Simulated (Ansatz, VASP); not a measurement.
# LaIr5: VASP beside Ansatz

```
CELL_PARAMETERS angstrom
5.38500 0.00000 0.00000
-2.69250 4.66355 0.00000
0.00000 0.00000 4.21300
ATOMIC_POSITIONS crystal
La 0.00000 0.00000 0.00000
Ir 0.50000 0.00000 0.50000
Ir 0.50000 0.50000 0.50000
Ir 0.00000 0.50000 0.50000
Ir 0.33333 0.66667 0.00000
Ir 0.66667 0.33333 0.00000
```

Alike in both runs: task single point; functional LDA; k mesh 5 × 5 × 6; occupations fermi-dirac, width 0.1 eV; no spin polarisation.

|  | VASP | Ansatz |
| --- | --- | --- |
| version | VASP 6.6.1 | Ansatz 0.2.0 |
| potentials or method | VASP PAW LDA potentials, release 64 (La, Ir), cutoff 520 eV | plane waves, PAW |
| valence electrons in the cell | 56 | 96 |

Ansatz gave:

* pressure (GPa): -5.1
* traceless stress, the component that is largest in VASP (GPa): 4.72

Task: What did VASP give for the same quantities?

Result: Pressure (GPa): -3.9; traceless stress, the component that is largest in VASP (GPa): 5.05.

LDA's correlation is that of Perdew and Zunger in VASP and of Perdew and Wang (1992) in Ansatz. VASP's potentials hold 56 valence electrons a cell and Ansatz's 96, so a difference there can come from the potentials and not from the codes.

Spin-orbit coupling is off throughout.
